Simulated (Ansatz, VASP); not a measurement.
**ZnRe in VASP and in Ansatz**

INCAR

```
SYSTEM = ZnRe
PREC     = Accurate       ! precision mode
ENCUT    = 500            ! plane-wave cutoff, eV
EDIFF    = 1E-6           ! SCF threshold, eV
ISMEAR   = -1             ! smearing method
SIGMA    = 0.02           ! smearing width, eV
LREAL    = .FALSE.        ! projectors in reciprocal space
LASPH    = .TRUE.         ! aspherical terms in the spheres
NELM     = 120            ! most SCF steps
ALGO     = Normal         ! electronic algorithm
ISIF     = 2              ! what is computed and relaxed
LWAVE    = .FALSE.        ! write WAVECAR
LCHARG   = .TRUE.         ! write CHGCAR
GGA      = RE             ! functional
LELF     = .TRUE.         ! ELF
LVHAR    = .TRUE.       
NBANDS   = 20             ! bands
GGA_COMPAT= .FALSE.
```

KPOINTS

```
regular mesh
0
G
  8 8 5
  0 0 0
```

The input POSCAR:

```
ZnRe
1.0
    2.7590400000      0.0114900000     -0.0027400000
   -1.3695700000      2.3643500000     -0.0020500000
   -0.0044800000     -0.0064700000      4.5135400000
Zn Re
1 1
Direct
    0.0005185334      0.0130351307      0.0513956260
    0.3758500000      0.7058400000      0.5251400000
```

Input for Ansatz:

```yaml
crystal:
  lattice:
    - [2.75904, 0.01149, -0.00274]
    - [-1.36957, 2.36435, -0.00205]
    - [-0.00448, -0.00647, 4.51354]
  atoms:
    - { symbol: Zn, position: [0.0005185333834858696, 0.013035130692019885, 0.05139562600517319] }
    - { symbol: Re, position: [0.37585, 0.70584, 0.52514] }
basis:
  ecutwfc: 540.0
  xc_grid: 2
kpoints:
  mp_grid:
    grid: [8, 8, 5]
hamiltonian:
  xc: revpbe
scf:
  convergence:
    dr2_threshold: 1.0e-09
  mixing:
    algorithm: anderson
  occupations:
    method: fermi_dirac
    width: 0.02
output:
  forces: true
  stress: true
```

Alike in both runs: task single point; functional revPBE; k mesh 8 × 8 × 5; occupations fermi-dirac, width 0.02 eV; no spin polarisation.

|  | VASP | Ansatz |
| --- | --- | --- |
| version | VASP 6.6.1 | Ansatz 0.2.0 |
| potentials or method | VASP PAW PBE potentials, release 64 (Zn, Re_sv_GW), cutoff 500 eV | plane waves, PAW |
| valence electrons in the cell | 27 | 27 |

Ansatz gave:

* pressure (GPa): 2.0
* traceless stress, the component that is largest in VASP (GPa): 1.49
* rms of the force components (eV/Å): 0.664

Question: What did VASP give for the same quantities?

Answer: Pressure (GPa): 1.1; traceless stress, the component that is largest in VASP (GPa): 1.38; rms of the force components (eV/Å): 0.672.

VASP's potentials were made for PBE, not for revPBE. Atom by atom the forces differ by 0.008 eV/Å (rms over components). Ansatz's warnings: stress scf threshold loose.

Spin-orbit coupling is off throughout.
